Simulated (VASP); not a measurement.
Write the native input for VASP 6.6.1 that does the following.

```
Task                   : single point
Functional             : PBE
Potentials or basis    : VASP PAW PBE potentials, release 64 (Sn_d)
Cutoff                 : 520 eV
k mesh                 : 6 × 6 × 4
Occupations            : gaussian, width 0.1 eV
Spin                   : no spin polarisation
Dipole correction      : no
Further INCAR settings : ALGO = Normal; EDIFF = 1e-07; NBANDS = 21
```

The structure of Sn lies in POSCAR:

```
Sn
1.0
    3.0754520198     -0.0230207627      0.0004885795
    0.0243368256      3.1861705509     -0.0169327363
    0.0050151297      0.0357599045      5.6934453986
Sn
2
Direct
    0.5024346035      0.2493621141      0.7499714386
    0.4975653965      0.7506378859      0.2500285614
```

One way to write it, as run:

INCAR

```
SYSTEM = Sn
  PREC = Accurate
  ENCUT = 520
  EDIFF = 1E-7
  ISMEAR = 0
  SIGMA = 0.1
  LREAL = .FALSE.
  LASPH = .TRUE.
  NELM = 60
  ALGO = Normal
  ISIF = 2
  LWAVE = .FALSE.
  LCHARG = .TRUE.
  GGA = PE
  LELF = .TRUE.
  LVHAR = .TRUE.
  NBANDS = 21
```

KPOINTS

```
regular mesh
0
G
  6 6 4
  0 0 0
```

Potentials or basis: VASP PAW PBE potentials, release 64 (Sn_d).

Run with:

```sh
$ cat potpaw_PBE.64/Sn_d/POTCAR > POTCAR
$ mpirun -np 1 vasp_std > vasp.out
```

It gave:

```json
{
  "Pressure": "-0.1 GPa",
  "Largest force": "0.004 eV/Å",
  "Band gap on the k mesh": "zero (band 14 reaches 11.83 eV, above the bottom of band 15 at 5.97 eV)"
}
```

Caveat: spin-orbit coupling is left out, which moves the levels of the heavy elements.

Run time: 24 s on 1 thread of Intel(R) Xeon(R) 6975P-C (Granite Rapids), on a shared host, peak memory 0.2 GiB.
